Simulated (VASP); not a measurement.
Runs of VASP 6.6.1 on BaZnSbF. The structure is that of space group P4/nmm (No. 129), or close to it. The cells are those of the table. 

```csv
cell,gap on the mesh (eV),pressure (GPa),largest force (eV/Å)
"a = 4.390, b = 4.390, c = 9.644 Å, 8 atoms",none,4.2,0.37
"a = 4.481, b = 4.481, c = 9.845 Å, 8 atoms",none,0.5,0.10
"a = 4.526, b = 4.526, c = 9.942 Å, 8 atoms",none,(a),0.14
"a = 4.436, b = 4.436, c = 9.745 Å, 8 atoms",none,2.2,0.23
```

Alike in all rows: task single point; level PBE; potentials or basis VASP PAW PBE potentials, release 64 (Ba_sv, Zn, Sb, F); no spin polarisation; k mesh 6 × 6 × 2; cutoff (eV) 600; smearing fermi-dirac 0.02 eV.

Estimate the missing entries.

(a) -0.9.

Caveats: semilocal functionals underestimate gaps, and a narrow one can read as zero; spin-orbit coupling is left out, which moves the levels of the heavy elements; the cell stands under pressure (at least some runs).

A k mesh can miss the band edges, and the runs leave out spin-orbit coupling on Ba, Sb.

A gap of «none» marks levels without a gap at the run's occupations.
